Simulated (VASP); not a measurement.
A run of VASP 6.6.1 is set up as follows.

Contents of INCAR:

```
  ALGO = Normal
  EDIFF = 1E-6
  ENCUT = 520
  GGA = PS
  ISIF = 2
  ISMEAR = 0
  LASPH = True
  LCHARG = False
  LREAL = False
  LWAVE = False
  NBANDS = 7
  NELM = 100
  PREC = Accurate
  SIGMA = 0.1
```

The input KPOINTS:

```
k-points
0
Gamma
  22 22 22
```

Contents of POSCAR:

```
Mg
1.0
    0.0000000000      2.2460831098      2.2460831098
    2.2460831098      0.0000000000      2.2460831098
    2.2460831098      2.2460831098      0.0000000000
Mg
1
Direct
    0.0000000000      0.0000000000      0.0000000000
```

Potentials or basis: VASP PAW PBE potentials, release 64 (Mg).

Run with:

```console
$ cat potpaw_PBE.64/Mg/POTCAR > POTCAR
$ mpirun -np 1 vasp_std > vasp.out
```

(1) Estimate the pressure.

(2) Estimate the band gap on the k mesh.

## Answers

(1) 0.0 GPa.

(2) zero (band 1 reaches 3.81 eV, above the bottom of band 2 at 1.37 eV).

Caveat: the PAW data sets were made with another functional, which shifts forces and pressure a little.
